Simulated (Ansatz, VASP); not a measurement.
**One calculation of Al4NiPd3, two programs**

```
CELL_PARAMETERS angstrom
-3.03732 3.03732 3.03732
3.03732 -3.03732 3.03732
3.03732 3.03732 -3.03732
ATOMIC_POSITIONS crystal
Al 0.50000 0.50000 0.50000
Al 0.00000 0.50000 0.00000
Al 0.50000 0.00000 0.00000
Al 0.00000 0.00000 0.50000
Ni 0.00000 0.00000 0.00000
Pd 0.50000 0.00000 0.50000
Pd 0.00000 0.50000 0.50000
Pd 0.50000 0.50000 0.00000
```

Alike in both runs: functional PBE; k mesh 10 × 10 × 10; occupations gaussian, width 0.1 eV; no spin polarisation.

Ansatz relaxed the structure, and its values are those at the end. VASP's run is a single point on that final structure, the one shown.

|  | VASP | Ansatz |
| --- | --- | --- |
| version | VASP 6.6.1 | Ansatz 0.2.0 |
| potentials or method | VASP PAW PBE potentials, release 64 (Al, Ni, Pd), cutoff 520 eV | scalar-relativistic, plane waves, PAW |
| valence electrons in the cell | 52 | 84 |

|  | VASP | Ansatz | Ansatz less VASP |
| --- | --- | --- | --- |
| gap on the k mesh at the Fermi level (eV) | none | none | - |
| pressure (GPa) | 0.0 | 0.0 | -0.01 |

A gap of «none» marks a metal or a gap that the smearing closes. VASP's potentials hold 52 valence electrons a cell and Ansatz's 84, so a difference there can come from the potentials and not from the codes.
